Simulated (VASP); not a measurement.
Wanted: the native input for a VASP 6.6.1 run.

```
Task                   : molecular dynamics
Functional             : PBE
Potentials or basis    : VASP PAW PBE potentials, release 64 (Ca_sv, F)
Cutoff                 : 440 eV
k mesh                 : 2 × 2 × 2
Occupations            : gaussian, width 0.01 eV
Spin                   : no spin polarisation
Dipole correction      : no
Further INCAR settings : PREC = Normal; ALGO = Normal; EDIFF = 1e-05; ISYM = 0; MAXMIX = 40; IBRION = 0; POTIM = 1.0; NSW = 10
```

The structure of CaF2 lies in POSCAR:

```
CaF2
1.0
    0.0000000000      5.4620000000      5.4620000000
    2.7310000000      0.0000000000      2.7310000000
    2.7310000000      2.7310000000      0.0000000000
Ca F
2 4
Direct
    0.0000000000      0.0000000000      0.0000000000
    0.5000000000      0.0000000000      0.0000000000
    0.1250000000      0.2500000000      0.2500000000
    0.3750000000      0.7500000000      0.7500000000
    0.6250000000      0.2500000000      0.2500000000
    0.8750000000      0.7500000000      0.7500000000
```

One way to write it, as run:

INCAR

```
PREC = Normal ; ENCUT = 440
EDIFF = 1E-5 ; ISMEAR = 0
SIGMA = 0.01 ; LREAL = False
LASPH = True ; NELM = 120
ALGO = Normal ; ISIF = 2
LWAVE = False ; LCHARG = False
GGA = PE ; IBRION = 0
NSW = 10 ; POTIM = 1.0
TEBEG = 100.0 ; TEEND = 100.0
ISYM = 0 ; NELMIN = 4
RANDOM_SEED = 75 0 0 ; MDALGO = 2
SMASS = 0 ; GGA_COMPAT = False
MAXMIX = 40
```

KPOINTS

```
Automatic mesh
0
Gamma
  2 2 2
```

Potentials or basis: VASP PAW PBE potentials, release 64 (Ca_sv, F).

Launch:

```bash
$ cat potpaw_PBE.64/Ca_sv/POTCAR potpaw_PBE.64/F/POTCAR > POTCAR
$ mpirun -np 1 vasp_std > vasp.out
```

It took 47 s on 1 thread of Intel(R) Xeon(R) Platinum 8259CL CPU @ 2.50GHz (Skylake/Cascade Lake), with other jobs on the host, peak memory 0.17 GiB.
